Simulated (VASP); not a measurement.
Write the native input for VASP 6.6.1 that does the following.

| Quantity | Value |
| --- | --- |
| Task | single point |
| Functional | PBEsol |
| Potentials or basis | VASP PAW PBE potentials, release 64 (H) |
| Cutoff | 520 eV |
| k mesh | 6 × 6 × 6 |
| Occupations | gaussian, width 0.05 eV |
| Spin | no spin polarisation |
| Dipole correction | no |
| Further INCAR settings | ALGO = Normal; EDIFF = 1e-06; NBANDS = 10 |

The structure of H lies in POSCAR:

```
H
1.0
    2.5841291592     -2.5284012445      0.0000000000
    2.5841291592      2.5284012445      0.0000000000
    0.0000000000      0.0000000000      4.0175634600
H
4
Direct
    0.9532956300      0.0467043700      0.0685088900
    0.4532956300      0.5467043700      0.4314911100
    0.5467043700      0.4532956300      0.5685088900
    0.0467043700      0.9532956300      0.9314911100
```

This cell differs from its parent crystal: strain -0.015 along x and y, -0.030 along z.

These files were run (other wordings do the same):

INCAR

```
SYSTEM = H
ALGO = Normal
EDIFF = 1E-6
ENCUT = 520
GGA = PS
ISIF = 2
ISMEAR = 0
LASPH = .True.
LCHARG = .False.
LREAL = .False.
LWAVE = .False.
NBANDS = 10
NELM = 80
PREC = Accurate
SIGMA = 0.05
```

KPOINTS

```
k-points
0
Gamma
  6 6 6
  0 0 0
```

Potentials or basis: VASP PAW PBE potentials, release 64 (H).

Launch:

```sh
$ cat potpaw_PBE.64/H/POTCAR > POTCAR
$ mpirun -np 1 vasp_std > vasp.out
```

It gave:

- Pressure: 1.7 GPa
- Largest force: 1.260 eV/Å
- Band gap on the k mesh: 9.22 eV, indirect (least direct gap 9.90 eV)

Caveat: the cell differs from its parent crystal (strain -0.015 along x and y, -0.030 along z); the PAW data sets were made with another functional, which shifts forces and pressure a little.

It took 8 s on 1 thread of Intel(R) Xeon(R) 6975P-C (Granite Rapids), with other jobs on the host, peak memory 0.15 GiB.
